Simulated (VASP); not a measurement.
Wanted: the native input for a VASP 6.6.1 run.

| Quantity | Value |
| --- | --- |
| Task | single point |
| Functional | PBE |
| Potentials or basis | VASP PAW PBE potentials, release 64 (Hf_pv, Nb_sv, Se) |
| Cutoff | 520 eV |
| k mesh | 4 × 4 × 4 |
| Occupations | gaussian, width 0.1 eV |
| Spin | no spin polarisation |
| Dipole correction | no |
| Further INCAR settings | ALGO = Normal; EDIFF = 1e-07; NBANDS = 32 |

The structure of HfNbSe4 lies in POSCAR:

```
HfNbSe4
1.0
    0.0000000000      4.1216973600      4.1216973600
    4.1216973600      0.0000000000      4.1216973600
    4.1216973600      4.1216973600      0.0000000000
Hf Nb Se
1 1 4
Direct
    0.0000000000      0.0000000000      0.0000000000
    0.7500000000      0.7500000000      0.7500000000
    0.8765038300      0.3744987200      0.3744987200
    0.3744987200      0.3744987200      0.3744987200
    0.3744987200      0.8765038300      0.3744987200
    0.3744987200      0.3744987200      0.8765038300
```

These files were run (other wordings do the same):

INCAR

```
  ALGO = Normal
  EDIFF = 1E-7
  ENCUT = 520
  GGA = PE
  ISIF = 2
  ISMEAR = 0
  LASPH = True
  LCHARG = False
  LREAL = False
  LWAVE = False
  NBANDS = 32
  NELM = 60
  PREC = Accurate
  SIGMA = 0.1
```

KPOINTS

```
k-points
0
Gamma
  4 4 4
```

Potentials or basis: VASP PAW PBE potentials, release 64 (Hf_pv, Nb_sv, Se).

The run is started by

```sh
$ cat potpaw_PBE.64/Hf_pv/POTCAR potpaw_PBE.64/Nb_sv/POTCAR potpaw_PBE.64/Se/POTCAR > POTCAR
$ mpirun -np 1 vasp_std > vasp.out
```

It gave:

| Property | Result |
| --- | --- |
| Pressure | -9.1 GPa |
| Largest force | 0.142 eV/Å |

Wall time 2.1 min on 1 thread of Intel Xeon 6975P-C, on a shared host, peak memory 0.33 GiB.
